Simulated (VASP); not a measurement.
A run of VASP 6.6.1 is set up as follows.

INCAR

```
PREC = Accurate
ENCUT = 520
EDIFF = 1E-6
ISMEAR = -1
SIGMA = 0.1
LREAL = False
LASPH = True
NELM = 60
ALGO = Normal
ISIF = 2
LWAVE = False
LCHARG = False
GGA = CA
NBANDS = 10
```

The input KPOINTS:

```
regular mesh
0
Gamma
  16 16 16
```

POSCAR

```
Re
1.0
   -1.4926837732      1.4926837732      1.4926837732
    1.4926837732     -1.4926837732      1.4926837732
    1.4926837732      1.4926837732     -1.4926837732
Re
1
Direct
    0.0000000000      0.0000000000      0.0000000000
```

Potentials or basis: VASP PAW LDA potentials, release 64 (Re).

Run with:

```console
$ cat potpaw_LDA.64/Re/POTCAR > POTCAR
$ mpirun -np 1 vasp_std > vasp.out
```

Task: Predict the pressure.

Result: 43.0 GPa.
